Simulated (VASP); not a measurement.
## Ni: single point with PBE

Crystal: Ni.

```
CELL_PARAMETERS angstrom
0.00000 1.75905 1.75905
1.75905 0.00000 1.75905
1.75905 1.75905 0.00000
ATOMIC_POSITIONS crystal
Ni 0.00000 0.00000 0.00000
```

```
Program                : VASP 6.6.1
Task                   : single point
Functional             : PBE
Potentials or basis    : VASP PAW PBE potentials, release 64 (Ni)
Cutoff                 : 520 eV
k mesh                 : 22 × 22 × 22
Occupations            : gaussian, width 0.15 eV
Spin                   : collinear spin, ferromagnetic start
Starting moments       : [0.75] μB
Dipole correction      : no
Further INCAR settings : ALGO = Fast; EDIFF = 1e-07; NBANDS = 15
```

| Item | Value |
| --- | --- |
| Pressure | 0.2 GPa |
| Net moment | 0.63 μB per cell |
| Site moments | Ni +0.65 μB |
| Valence electrons inside the program's atomic spheres | Ni 9.31 |

Levels at points of the mesh, in eV from the Fermi level:
Spin up:
```tsv
k point	band 2	band 3	band 4	band 5	band 6	band 7	band 8	band 9
(0.00, 0.00, 0.00)	-2.43	-2.43	-2.43	-1.26	-1.26	23.72	27.58	27.58
(0.50, 0.00, 0.00)	-2.42	-2.42	-0.61	-0.61	-0.29	5.66	22.21	24.67
(0.50, 0.50, 0.00)	-4.19	-0.55	-0.48	-0.48	2.45	9.21	14.82	14.82
```
Spin down:
| k point | band 3 | band 4 | band 5 | band 6 | band 7 | band 8 |
| --- | --- | --- | --- | --- | --- | --- |
| (0.00, 0.00, 0.00) | -1.68 | -1.68 | -0.66 | -0.66 | 23.56 | 27.56 |
| (0.50, 0.00, 0.00) | -1.79 | -0.35 | 0.16 | 0.16 | 6.09 | 22.07 |
| (0.50, 0.50, 0.00) | 0.07 | 0.39 | 0.39 | 2.41 | 9.46 | 14.83 |

It took 110 s on 1 thread of Intel(R) Xeon(R) Platinum 8488C (Sapphire Rapids), with other jobs on the host, peak memory 0.2 GiB.
